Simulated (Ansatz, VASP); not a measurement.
Given: the input of a run of VASP 6.6.1 on GaSb.

File INCAR:

```
SYSTEM = GaSb
  ALGO = Normal
  EDIFF = 1E-7
  EDIFFG = -0.005
  ENCUT = 600
  GGA = PE
  IBRION = 2
  ISIF = 3
  ISMEAR = -1
  LASPH = .True.
  LCHARG = .False.
  LREAL = .False.
  LWAVE = .False.
  NELM = 80
  NSW = 80
  PREC = Accurate
  SIGMA = 0.05
```

The input KPOINTS:

```
k-points
0
Gamma
  10 10 10
  0 0 0
```

The input POSCAR:

```
GaSb
1.0
   -2.7534340000      2.7534340000      1.5907070000
    2.7534340000     -2.7534340000      1.5907070000
    2.7534340000      2.7534340000     -1.5907070000
Sb Ga
1 1
Direct
    0.0000000000      0.0000000000      0.0000000000
    0.7500000000      0.2500000000      0.5000000000
```

Potentials or basis: VASP PAW PBE potentials, release 64 (Sb, Ga_d).

Run with:

```bash
$ cat potpaw_PBE.64/Sb/POTCAR potpaw_PBE.64/Ga_d/POTCAR > POTCAR
$ mpirun -np 1 vasp_std > vasp.out
```

**Question.** Translate it to Ansatz 0.2.0. Potentials there: all-electron LAPW, scalar-relativistic.

**Answer.** As run (the cutoff follows the program's own potentials):

Contents of input.yaml:

```yaml
crystal:
  lattice:
    - [-2.753434, 2.753434, 1.590707]
    - [2.753434, -2.753434, 1.590707]
    - [2.753434, 2.753434, -1.590707]
  atoms:
    - { symbol: Sb, position: [0.0, 0.0, 0.0] }
    - { symbol: Ga, position: [0.75, 0.25, 0.5] }
kpoints:
  mp_grid: { grid: [10, 10, 10] }
scf:
  occupations: { method: fermi_dirac, width: 0.05 }
hamiltonian:
  xc: pbe
  pseudopotentials: { kind: all_electron, lapw: { basis_error: 0.001 } }
output:
  forces: true
  stress: true
relax:
  f_tol: 0.005
  max_steps: 60
  cell: {}
```

Potentials or basis: all-electron LAPW, scalar-relativistic.

The run is started by

```sh
$ ansatz run input.yaml --threads 1 --pin off --max-ram 3072MiB --backend cpu --events-out ev --progress --plain --runs-dir out
```

Both were run:

|  | VASP | Ansatz | Ansatz less VASP |
| --- | --- | --- | --- |
| relaxed volume (Å³/atom) | 24.16 | 24.17 | +0.007 |
| relaxed length of the cell vector where the two differ most in proportion (Å) | 4.219 | 4.219 | -0.0002 |

Ansatz ran all-electron here, and VASP with PAW potentials.

Spin-orbit coupling is off throughout.
